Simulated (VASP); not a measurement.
Input of a VASP 6.6.1 run:

Contents of POSCAR:

```
MgAu
1.0
    3.2735390100      0.0000000000      0.0000000000
    0.0000000000      3.2735390100      0.0000000000
    0.0000000000      0.0000000000      3.2735390100
Mg Au
1 1
Direct
    0.5000000000      0.5000000000      0.5000000000
    0.0000000000      0.0000000000      0.0000000000
```

The input INCAR.step1:

```
SYSTEM = MgAu
  PREC = Accurate
  ENCUT = 520
  ISMEAR = -1
  SIGMA = 0.05
  LREAL = .FALSE.
  LASPH = .TRUE.
  NELM = 100
  NBANDS = 14
  GGA = PE
  ALGO = Normal
  EDIFF = 1E-4
  LWAVE = .TRUE.
  LCHARG = .FALSE.
```

The input INCAR.step2:

```
SYSTEM = MgAu
  PREC = Accurate
  ENCUT = 520
  EDIFF = 1E-8
  ISMEAR = -1
  SIGMA = 0.05
  LREAL = .FALSE.
  LASPH = .TRUE.
  NELM = 100
  ALGO = Normal
  ISIF = 2
  LWAVE = .FALSE.
  LCHARG = .FALSE.
  METAGGA = R2SCAN
  LMIXTAU = .TRUE.
  LEFG = .TRUE.
  NBANDS = 14
  ISTART = 1
```

Contents of KPOINTS:

```
regular mesh
0
G
  11 11 11
  0 0 0
```

Potentials or basis: VASP PAW PBE potentials, release 64 (Mg, Au).

Command:

```console
$ cat potpaw_PBE.64/Mg/POTCAR potpaw_PBE.64/Au/POTCAR > POTCAR
$ cp INCAR.step1 INCAR
$ mpirun -np 1 vasp_std > vasp.out
$ cp INCAR.step2 INCAR
$ mpirun -np 1 vasp_std > vasp.out
```

Predict the pressure.

-0.6 GPa.

Caveat: without QUAD_EFG the Cq values of the log hold for a quadrupole moment of 1 mb, not for the nuclei; the PAW data sets were made with another functional, which shifts forces and pressure a little.
